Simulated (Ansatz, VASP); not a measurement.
**AgBr: VASP beside Ansatz**

```
Ag Br
1.0
     0.00000    2.83768    2.83768
     2.83768    0.00000    2.83768
     2.83768    2.83768    0.00000
Ag Br
1 1
Cartesian
  0.0000 0.0000 0.0000
  2.8377 2.8377 2.8377
```

Alike in both runs: functional PBEsol; k mesh 10 × 10 × 10; occupations gaussian, width 0.02 eV; no spin polarisation.

Ansatz relaxed the structure, and its values are those at the end. VASP's run is a single point on that final structure, the one shown.

```csv
,VASP,Ansatz
version,VASP 6.6.1,Ansatz 0.2.0
potentials or method,"VASP PAW PBE potentials, release 64 (Ag, Br), cutoff 500 eV","scalar-relativistic, plane waves, PAW"
valence electrons in the cell,18,26
```

|  | VASP | Ansatz | Ansatz less VASP |
| --- | --- | --- | --- |
| gap on the k mesh at the Fermi level (eV) | 0.50 | 0.50 | 0.000 |
| least direct gap on the mesh (eV) | 2.57 | 2.57 | +0.001 |
| pressure (GPa) | -0.1 | 0.0 | +0.02 |

VASP's potentials were made for PBE, not for PBEsol. VASP's potentials hold 18 valence electrons a cell and Ansatz's 26, so a difference there can come from the potentials and not from the codes.
